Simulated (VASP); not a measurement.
# ZnO (P6_3mc) in VASP: further runs

Aim: see how the results for ZnO move with the level of theory and the settings. Levels: PBEsol, r2SCAN. Tasks: single point.

All numbers are computed with VASP 6.6.1; they aren't measurements. Logs are shortened: lines on timing, memory, paths and dates and some standing lists are left out, and cuts for length are marked.

## 1. The cell of the first run

It takes space group P6_3mc (No. 186, hexagonal). Conventional cell: a = 3.307 Å, b = 3.307 Å, c = 5.141 Å, α = 90.00°, β = 90.00°, γ = 120.00°. Within 2.4 Å of Zn (site symmetry 3m) lie 4 O at 1.85 to 2.04 Å. Within 2.4 Å of O (site symmetry 3m) lie 4 Zn at 1.85 to 2.04 Å.

## 2. Single point, PBEsol (strained and its atoms moved)

The input, INCAR:

```
SYSTEM = ZnO
PREC = Accurate ; ENCUT = 520
EDIFF = 1E-6 ; ISMEAR = 0
SIGMA = 0.02 ; LREAL = .False.
LASPH = .True. ; NELM = 60
ALGO = Normal ; ISIF = 2
LWAVE = .False. ; LCHARG = .False.
GGA = PS ; NBANDS = 26
```

The input, KPOINTS:

```
Automatic mesh
0
Gamma
  9 9 6
  0 0 0
```

The input, POSCAR:

```
ZnO
1.0
    3.3074979731      0.0000000000      0.0000000000
   -1.6537489865      2.8643772676      0.0000000000
    0.0000000000      0.0000000000      5.1407299440
Zn O
2 2
Direct
    0.3333333333      0.6666666667      0.0115300357
    0.6666666667      0.3333333333      0.5115300357
    0.3333333333      0.6666666667      0.3705699643
    0.6666666667      0.3333333333      0.8705699643
```

Potentials or basis: VASP PAW PBE potentials, release 64 (Zn, O).

Run with:

```console
cat potpaw_PBE.64/Zn/POTCAR potpaw_PBE.64/O/POTCAR > POTCAR
mpirun -np 1 vasp_std > vasp.out
```

OUTCAR:

```text
SYSTEM = ZnO
   PREC = Accurate
   ENCUT = 520
   EDIFF = 1E-6
   ISMEAR = 0
   LREAL = .False.
   LASPH = .True.
   NELM = 60
   ISIF = 2
   GGA = PS

 ion  position               nearest neighbor table
   1  0.333  0.667  0.012-   3 1.85   4 2.04   4 2.04   4 2.04
   2  0.667  0.333  0.512-   4 1.85   3 2.04   3 2.04   3 2.04
   3  0.333  0.667  0.371-   1 1.85   2 2.04   2 2.04   2 2.04
   4  0.667  0.333  0.871-   2 1.85   1 2.04   1 2.04   1 2.04

  LATTYP: Found a hexagonal cell.
 ALAT       =     3.3074979731
 C/A-ratio  =     1.5542654858

  Lattice vectors:

 A1 = (   3.3074979731,   0.0000000000,   0.0000000000)
 A2 = (  -1.6537489865,   2.8643772676,   0.0000000000)
 A3 = (   0.0000000000,   0.0000000000,   5.1407299440)

Analysis of symmetry for initial positions (statically):
=====================================================================
 Subroutine PRICEL returns:
 Original cell was already a primitive cell.

 Routine SETGRP: Setting up the symmetry group for a
 hexagonal supercell.

 Subroutine GETGRP returns: Found 12 space group operations
 (whereof  6 operations were pure point group operations)
 out of a pool of 24 trial point group operations.

The static configuration has the point symmetry C_3v.
 The point group associated with its full space group is C_6v.

Analysis of symmetry for dynamics (positions and initial velocities):
=====================================================================
 Subroutine PRICEL returns:
 Original cell was already a primitive cell.

 Routine SETGRP: Setting up the symmetry group for a
 hexagonal supercell.

 Subroutine GETGRP returns: Found 12 space group operations
 (whereof  6 operations were pure point group operations)
 out of a pool of 24 trial point group operations.

The dynamic configuration has the point symmetry C_3v.
 The point group associated with its full space group is C_6v.

 Subroutine INISYM returns: Found 12 space group operations
 (whereof  6 operations are pure point group operations),
 and found     1 'primitive' translations

----------------------------------------------------------------------------------------

                                     Primitive cell

  volume of cell :      48.7029

  direct lattice vectors                    reciprocal lattice vectors
     3.307497973  0.000000000  0.000000000     0.302343345  0.174558011  0.000000000
    -1.653748986  2.864377268  0.000000000     0.000000000  0.349116023  0.000000000
     0.000000000  0.000000000  5.140729944     0.000000000  0.000000000  0.194524904

  length of vectors
     3.307497973  3.307497973  5.140729944     0.349116023  0.349116023  0.194524904

  position of ions in fractional coordinates (direct lattice)
     0.333333333  0.666666667  0.011530036
     0.666666667  0.333333333  0.511530036
     0.333333333  0.666666667  0.370569964
     0.666666667  0.333333333  0.870569964

  ion indices of the primitive-cell ions
   primitive index   ion index
                 1           1
                 2           2
                 3           3
                 4           4

----------------------------------------------------------------------------------------

 KPOINTS: Automatic mesh

Automatic generation of k-mesh.
 Grid dimensions read from file:
 generate k-points for:    9    9    6

 Generating k-lattice:

  Cartesian coordinates                     Fractional coordinates (reciprocal lattice)
     0.033593705  0.019395335  0.000000000     0.111111111  0.000000000  0.000000000
     0.000000000  0.038790669  0.000000000     0.000000000  0.111111111  0.000000000
     0.000000000  0.000000000  0.032420817     0.000000000  0.000000000  0.166666667

  Length of vectors
     0.038790669  0.038790669  0.032420817

  Shift w.r.t. Gamma in fractional coordinates (k-lattice)
     0.000000000  0.000000000  0.000000000

 Subroutine IBZKPT returns following result:
 ===========================================

 Found     48 irreducible k-points:

 Following reciprocal coordinates:
            Coordinates               Weight
  0.000000  0.000000  0.000000      1.000000
  0.111111  0.000000  0.000000      6.000000
  0.222222  0.000000  0.000000      6.000000
  0.333333  0.000000  0.000000      6.000000
  0.444444  0.000000  0.000000      6.000000
  0.111111  0.111111  0.000000      6.000000
[... 16 lines left out ...]
  0.333333  0.222222  0.166667     24.000000
  0.333333  0.333333  0.166667      4.000000
 [... further k-points ...]
   k-points           NKPTS =     48   k-points in BZ     NKDIM =     48   number of bands    NBANDS=     26
   number of dos      NEDOS =    301   number of ions     NIONS =      4
   total plane-waves  NPLWV =  31360
   dimension x,y,z NGX =    28 NGY =   28 NGZ =   40
   dimension x,y,z NGXF=    56 NGYF=   56 NGZF=   80
   ions per type =               2   2
   NGX,Y,Z   is equivalent  to a cutoff of  14.07, 14.07, 12.94 a.u.
   NGXF,Y,Z  is equivalent  to a cutoff of  28.15, 28.15, 25.87 a.u.
 SYSTEM =  ZnO
   PREC   = accura    normal or accurate (medium, high low for compatibility)
   ISTART =      0    job   : 0-new  1-cont  2-samecut
   ICHARG =      2    charge: 1-file 2-atom 10-const
   ISPIN  =      1    spin polarized calculation?
   LNONCOLLINEAR =      F non collinear calculations
   LSORBIT =      F    spin-orbit coupling
   LASPH  =      T    aspherical Exc in radial PAW
   ENCUT  =  520.0 eV  38.22 Ry    6.18 a.u.   6.15  6.15  9.56*2*pi/ulx,y,z
   NELM   =     60;   NELMIN=  2; NELMDL= -5     # of ELM steps
   EDIFF  = 0.1E-05   stopping-criterion for ELM
   LREAL  =      F    real-space projection
   EDIFFG = 0.1E-04   stopping-criterion for IOM
   NSW    =      0    number of steps for IOM
   IBRION =     -1    ionic relax: 0-MD 1-quasi-New 2-CG
   NFREE  =      0    steps in history (QN), initial steepest desc. (CG)
   ISIF   =      2    stress and relaxation
   ISYM   =      2    0-nonsym 1-usesym 2-fastsym
   POTIM  = 0.5000    time-step for ionic-motion
   TEBEG  =    0.0;   TEEND  =   0.0 temperature during run
   PSTRESS=    0.0 pullay stress
   NELECT =      36.0000    total number of electrons
   NUPDOWN=      -1.0000    fix difference up-down
   EMIN   =  10.00;   EMAX   =-10.00  energy-range for DOS
   EFERMI =   0.00;   METHOD = LEGACY
   ISMEAR =     0;   SIGMA  =   0.02  broadening in eV -4-tet -1-fermi 0-gaus
   EFERMI_NEDOS =   21; number of points for ismear=-14 and -15
   IALGO  =     38    algorithm
   IMIX   =      4    mixing-type and parameters
     AMIX     =   0.40;   BMIX     =  1.00
     AMIX_MAG =   1.60;   BMIX_MAG =  1.00
  volume/ion in A,a.u.               =      12.18        82.17
  Fermi-wavevector in a.u.,A,eV,Ry     =   1.480213  2.797196 29.810769  2.191030
  Thomas-Fermi vector in A             =   2.594275
   LORBIT       =      0    0 simple, 1 ext, 2 COOP (PROOUT), +10 PAW based schemes
   GGA     = PS    functional components
   LHFCALC =     F    Hartree Fock is set to
   AEXX    =    0.0000 exact exchange contribution
   IVDW    =     0    specifies the selected vdW correction
   LEPSILON=     F    determine dielectric tensor
   LRPA    =     F    only Hartree local field effects (RPA)
 non-spin polarized calculation
 Gauss-broadening in eV      SIGMA  =   0.02
  energy-cutoff  :      520.00
  volume of cell :       48.70
 maximum number of plane-waves:      1339
 NGX is ok and might be reduce to    28
   NGX = 13   NGY = 13   NGZ = 19

 number of electron      35.9999992 magnetization

 Free energy of the ion-electron system (eV)
  ---------------------------------------------------
  ext. energy  EPLUGINS =         0.00000000
  ---------------------------------------------------
  free energy    TOTEN  =       -19.19629064 eV

  energy without entropy =      -19.19629064  energy(sigma->0) =      -19.19629064

 E-fermi :   0.9664     XC(G=0): -11.0558

 val. band max:        0.8675784159   @ k =   0.0000   0.0000   0.0000
 cond. band min:       1.5469981408   @ k =   0.0000   0.0000   0.0000
 fundamental gap:      0.6794197249
 Fermi energy:         0.9663927782

 k-point     1 :       0.0000    0.0000    0.0000
  band No.  band energies     occupation
      1     -17.0689      2.00000
      2     -16.2941      2.00000
      3      -4.9761      2.00000
      4      -4.7685      2.00000
      5      -4.7012      2.00000
      6      -4.7012      2.00000
[... 18 lines left out ...]
     25      14.5831      0.00000
     26      15.5350      0.00000

 k-point     2 :       0.1111    0.0000    0.0000
  band No.  band energies     occupation
      1     -17.0064      2.00000
      2     -16.2724      2.00000
      3      -4.9478      2.00000
      4      -4.7721      2.00000
      5      -4.6805      2.00000
      6      -4.6724      2.00000
[... 18 lines left out ...]
     25      14.6558      0.00000
     26      15.6674      0.00000

 k-point     3 :       0.2222    0.0000    0.0000
  band No.  band energies     occupation
      1     -16.8395      2.00000
      2     -16.2224      2.00000
      3      -4.9604      2.00000
      4      -4.8195      2.00000
      5      -4.6399      2.00000
      6      -4.5604      2.00000
[... 18 lines left out ...]
     25      14.3622      0.00000
     26      14.5097      0.00000

 k-point     4 :       0.3333    0.0000    0.0000
  band No.  band energies     occupation
      1     -16.6258      2.00000
      2     -16.1822      2.00000
      3      -5.0447      2.00000
      4      -4.7555      2.00000
      5      -4.6152      2.00000
      6      -4.4789      2.00000
[... 18 lines left out ...]
     25      13.5285      0.00000
     26      14.3584      0.00000
[... 496 lines left out ...]
      1     -16.4954      2.00000
      2     -16.1958      2.00000
      3      -4.9520      2.00000
      4      -4.8804      2.00000
      5      -4.6012      2.00000
      6      -4.5447      2.00000
[... 18 lines left out ...]
     25      12.6323      0.00000
     26      15.6869      0.00000

 k-point    23 :       0.3333    0.2222    0.1667
  band No.  band energies     occupation
      1     -16.3536      2.00000
      2     -16.2057      2.00000
      3      -4.9330      2.00000
      4      -4.7716      2.00000
      5      -4.6327      2.00000
      6      -4.3917      2.00000
[... 18 lines left out ...]
     25      13.3948      0.00000
     26      14.7545      0.00000

 k-point    24 :       0.3333    0.3333    0.1667
  band No.  band energies     occupation
      1     -16.2570      2.00000
      2     -16.2570      2.00000
      3      -4.8880      2.00000
      4      -4.6981      2.00000
      5      -4.6981      2.00000
      6      -4.1109      2.00000
[... 18 lines left out ...]
     25      14.0643      0.00000
     26      14.9720      0.00000

 [... further k-points ...]
[... 5 lines left out ...]
  --------------------------------------------------------------------------------------
  -------------------------------------------------------------------------------------
  Total       -2.4489392     -2.4489392      4.0114168     -0.0000000     -0.0000000      0.0000000
  in kB      -80.5626964    -80.5626964    131.9634837     -0.0000000     -0.0000000      0.0000000
  external PRESSURE =      -9.7206364 kB  Pullay stress =       0.0000000 kB

 VOLUME and BASIS-vectors are now :
 -----------------------------------------------------------------------------
  energy-cutoff  :      520.00
  volume of cell :       48.70
      direct lattice vectors                 reciprocal lattice vectors
     3.307497973  0.000000000  0.000000000     0.302343345  0.174558011  0.000000000
    -1.653748986  2.864377268  0.000000000     0.000000000  0.349116023  0.000000000
     0.000000000  0.000000000  5.140729944     0.000000000  0.000000000  0.194524904

 POSITION                                       TOTAL-FORCE (eV/Angst)
 -----------------------------------------------------------------------------------
     -0.00000      1.90958      0.05927        -0.000000      0.000000     -1.445573
      1.65375      0.95479      2.62964         0.000000     -0.000000     -1.445573
     -0.00000      1.90958      1.90500        -0.000000     -0.000000      1.445573
      1.65375      0.95479      4.47537        -0.000000     -0.000000      1.445573
 -----------------------------------------------------------------------------------
    total drift:                               -0.000000     -0.000000     -0.001464

  FREE ENERGIE OF THE ION-ELECTRON SYSTEM (eV)
  ---------------------------------------------------
  free  energy   TOTEN  =       -19.1962906353 eV

  energy  without entropy=      -19.1962906353  energy(sigma->0) =      -19.19629064
```

It took 2.8 min on 1 thread of AMD EPYC 7R13, shared host; peak memory 0.17 GiB.

What came out:

| Quantity | Value |
| --- | --- |
| Free energy | -19.1963 eV |
| Pressure | -1.0 GPa |
| Largest force | 1.446 eV/Å |
| Band gap on the k mesh | 0.68 eV, direct |

Forces in eV/Å, atoms in the order of the input:
```
Zn   0.000  0.000 -1.446
Zn   0.000  0.000 -1.446
O    0.000  0.000  1.446
O    0.000  0.000  1.446
```

Stress tensor (GPa, compression positive):
```
-8.06  0.00  0.00
 0.00 -8.06  0.00
 0.00  0.00 13.20
```

Levels at points of the mesh, in eV from the valence-band top:
```
           k point  band 15  band 16  band 17  band 18  band 19  band 20  band 21  band 22
(0.00, 0.00, 0.00)    -1.12    -0.06    -0.06     0.00     0.68     5.01     8.42    12.36
(0.00, 0.00, 0.50)    -0.58    -0.58    -0.58    -0.58     3.32     3.32    10.33    10.33
```

Caveat: the cell differs from its parent crystal (strained and its atoms moved); the PAW data sets were made with another functional, which shifts forces and pressure a little.

## 3. Single point, PBEsol (strained)

The input, INCAR:

```
SYSTEM = ZnO
  PREC = Accurate
  ENCUT = 520
  EDIFF = 1E-6
  ISMEAR = 0
  SIGMA = 0.02
  LREAL = .FALSE.
  LASPH = .TRUE.
  NELM = 100
  ALGO = Normal
  ISIF = 2
  LWAVE = .FALSE.
  LCHARG = .FALSE.
  GGA = PS
  NBANDS = 26
```

The input, KPOINTS:

```
Automatic mesh
0
G
  9 9 6
  0 0 0
```

The input, POSCAR:

```
ZnO
1.0
    3.4062147063      0.0000000000      0.0000000000
   -1.7031073531      2.9498684664      0.0000000000
    0.0000000000      0.0000000000      4.9865933880
Zn O
2 2
Direct
    0.3333333333      0.6666666667      0.0057650179
    0.6666666667      0.3333333333      0.5057650179
    0.3333333333      0.6666666667      0.3763349821
    0.6666666667      0.3333333333      0.8763349821
```

Potentials or basis: VASP PAW PBE potentials, release 64 (Zn, O).

Run with:

```console
cat potpaw_PBE.64/Zn/POTCAR potpaw_PBE.64/O/POTCAR > POTCAR
mpirun -np 1 vasp_std > vasp.out
```

Run time: 2.7 min. Hardware: 1 thread of AMD EPYC 7R13, shared host; peak memory 0.17 GiB.

Results (log left out):

- Free energy: -19.0528 eV
- Pressure: -3.7 GPa
- Largest force: 1.458 eV/Å
- Band gap on the k mesh: 0.60 eV, direct

Forces on the atoms (eV/Å):
```
Zn   0.000  0.000 -1.458
Zn   0.000  0.000 -1.458
O    0.000  0.000  1.458
O    0.000  0.000  1.458
```

Stress tensor (GPa, compression positive):
```
-12.38   0.00   0.00
  0.00 -12.38   0.00
  0.00   0.00  13.80
```

Levels at points of the mesh, in eV from the valence-band top:
| k point | band 15 | band 16 | band 17 | band 18 | band 19 | band 20 | band 21 | band 22 |
| --- | --- | --- | --- | --- | --- | --- | --- | --- |
| (0.00, 0.00, 0.00) | -1.18 | -0.11 | -0.11 | 0.00 | 0.60 | 4.66 | 8.80 | 11.70 |
| (0.00, 0.00, 0.50) | -0.63 | -0.63 | -0.63 | -0.63 | 3.31 | 3.31 | 10.57 | 10.57 |

Caveat: the cell differs from its parent crystal (strained); the PAW data sets were made with another functional, which shifts forces and pressure a little.

## 4. Single point, r2SCAN (functional r2SCAN, strained)

The input, POSCAR:

```
ZnO
1.0
    3.3836313852      0.0000000000      0.0000000000
   -1.6918156925      2.9303107366      0.0000000000
    0.0000000000      0.0000000000      4.9504269780
Zn O
2 2
Direct
    0.3333333333      0.6666666667     -0.0192167262
    0.6666666667      0.3333333333      0.4807832738
    0.3333333333      0.6666666667      0.4013167262
    0.6666666667      0.3333333333      0.9013167262
```

The input, INCAR.step1:

```
  PREC = Accurate
  ENCUT = 520
  ISMEAR = 0
  SIGMA = 0.02
  LREAL = F
  LASPH = T
  NELM = 100
  NBANDS = 26
  GGA = PE
  ALGO = Normal
  EDIFF = 1E-4
  LWAVE = T
  LCHARG = F
```

The input, INCAR.step2:

```
  PREC = Accurate
  ENCUT = 520
  EDIFF = 1E-6
  ISMEAR = 0
  SIGMA = 0.02
  LREAL = F
  LASPH = T
  NELM = 100
  ALGO = Normal
  ISIF = 2
  LWAVE = F
  LCHARG = F
  METAGGA = R2SCAN
  LMIXTAU = T
  NBANDS = 26
  ISTART = 1
```

The input, KPOINTS:

```
regular mesh
0
Gamma
  9 9 6
```

Run with:

```console
cat potpaw_PBE.64/Zn/POTCAR potpaw_PBE.64/O/POTCAR > POTCAR
cp INCAR.step1 INCAR
mpirun -np 1 vasp_std > vasp.out
cp INCAR.step2 INCAR
mpirun -np 1 vasp_std > vasp.out
```

It took 11 min on 1 thread of AMD EPYC 7R13, shared host; peak memory 0.18 GiB.

Results (log left out):

| Quantity | Value |
| --- | --- |
| Free energy | -36.1794 eV |
| Pressure | -6.0 GPa |
| Largest force | 0.273 eV/Å |
| Band gap on the k mesh | 1.25 eV, direct |

Forces in eV/Å, atoms in the order of the input:
```
Zn   0.000  0.000  0.273
Zn   0.000  0.000  0.273
O    0.000  0.000 -0.273
O    0.000  0.000 -0.273
```

Stress tensor (GPa, compression positive):
```
-7.37  0.00  0.00
 0.00 -7.37  0.00
 0.00  0.00 -3.25
```

Levels at points of the mesh, in eV from the valence-band top:
| k point | band 15 | band 16 | band 17 | band 18 | band 19 | band 20 | band 21 | band 22 |
| --- | --- | --- | --- | --- | --- | --- | --- | --- |
| (0.00, 0.00, 0.00) | -0.70 | -0.27 | 0.00 | 0.00 | 1.25 | 5.37 | 9.47 | 12.70 |
| (0.00, 0.00, 0.50) | -0.33 | -0.33 | -0.33 | -0.33 | 4.05 | 4.05 | 11.18 | 11.18 |

Caveat: the cell differs from its parent crystal (functional r2SCAN, strained); the PAW data sets were made with another functional, which shifts forces and pressure a little.

## 5. Summary

```tsv
level	cell	gap on the mesh (eV)	pressure (GPa)	largest force (eV/Å)
PBEsol	a = 3.307, b = 3.307, c = 5.141 Å, angles 90.0, 90.0, 120.0°, 4 atoms	0.68	-1.0	1.45
PBEsol	a = 3.406, b = 3.406, c = 4.987 Å, angles 90.0, 90.0, 120.0°, 4 atoms	0.60	-3.7	1.46
r2SCAN	a = 3.384, b = 3.384, c = 4.950 Å, angles 90.0, 90.0, 120.0°, 4 atoms	1.25	-6.0	0.27
```

Alike in all rows: task single point; potentials or basis VASP PAW PBE potentials, release 64 (Zn, O); no spin polarisation; k mesh 9 × 9 × 6; cutoff (eV) 520; smearing gaussian 0.02 eV.

Caveats: the PAW data sets were made with another functional, which shifts forces and pressure a little.

Absolute energies hang on the potentials; compare differences alone.
